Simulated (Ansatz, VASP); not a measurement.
**SnO2 in VASP and in Ansatz**

File INCAR:

```
SYSTEM = SnO2
ALGO = Normal
EDIFF = 1E-6
ENCUT = 520
GGA = PE
ISIF = 2
ISMEAR = 0
IVDW = 12
LASPH = .True.
LCHARG = .True.
LELF = .True.
LREAL = .False.
LVHAR = .True.
LWAVE = .False.
NBANDS = 35
NELM = 60
PREC = Accurate
SIGMA = 0.05
```

The input KPOINTS:

```
k-points
0
Gamma
  12 12 4
  0 0 0
```

Contents of POSCAR:

```
SnO2
1.0
    3.2115702651      0.0000000000      0.0000000000
   -1.6057851326      2.7813014356      0.0000000000
    0.0000000000      0.0000000000     10.7306093877
Sn O
2 4
Direct
    0.0000000000      0.0000000000      0.5000000000
    0.0000000000      0.0000000000      0.0000000000
    0.6666666667      0.3333333333      0.4018666787
    0.6666666667      0.3333333333      0.0981333213
    0.3333333333      0.6666666667      0.5981333213
    0.3333333333      0.6666666667      0.9018666787
```

Input for Ansatz:

```yaml
crystal:
  lattice:
    - [3.2115702651, 0.0, 0.0]
    - [-1.6057851326, 2.7813014356, 0.0]
    - [0.0, 0.0, 10.7306093877]
  atoms:
    - { symbol: Sn, position: [0.0, 0.0, 0.5] }
    - { symbol: Sn, position: [0.0, 0.0, 0.0] }
    - { symbol: O, position: [0.6666666667, 0.3333333333, 0.4018666787] }
    - { symbol: O, position: [0.6666666667, 0.3333333333, 0.0981333213] }
    - { symbol: O, position: [0.3333333333, 0.6666666667, 0.5981333213] }
    - { symbol: O, position: [0.3333333333, 0.6666666667, 0.9018666787] }
basis:
  ecutwfc: 420
kpoints:
  mp_grid: { grid: [12, 12, 4] }
hamiltonian:
  xc: pbe
  dispersion: d3bj
scf:
  occupations: { method: gaussian, width: 0.05 }
output:
  forces: true
  stress: true
  eigenvalues: true
```

Change from the starting cell: strain +0.0375 x Voigt [0, 0, 1, 0, 0, 0], atoms carried along.

Alike in both runs: task single point; functional PBE; dispersion D3(BJ); k mesh 12 × 12 × 4; occupations gaussian, width 0.05 eV; no spin polarisation.

|  | VASP | Ansatz |
| --- | --- | --- |
| version | VASP 6.6.1 | Ansatz 0.2.0 |
| potentials or method | VASP PAW PBE potentials, release 64 (Sn_d, O), cutoff 520 eV | scalar-relativistic, plane waves, PAW |
| valence electrons in the cell | 52 | 52 |

VASP gave:

| Quantity | Value |
| --- | --- |
| gap on the k mesh at the Fermi level (eV) | 2.11 |
| least direct gap on the mesh (eV) | 2.44 |
| pressure (GPa) | -2.3 |
| traceless stress, the component that is largest in VASP (GPa) | -1.38 |
| rms of the force components (eV/Å) | 0.202 |

Question: Estimate Ansatz's values.

Answer: gap on the k mesh at the Fermi level (eV): 2.14; least direct gap on the mesh (eV): 2.46; pressure (GPa): -2.8; traceless stress, the component that is largest in VASP (GPa): -1.10; rms of the force components (eV/Å): 0.226.

Atom by atom the forces differ by 0.025 eV/Å (rms over components).
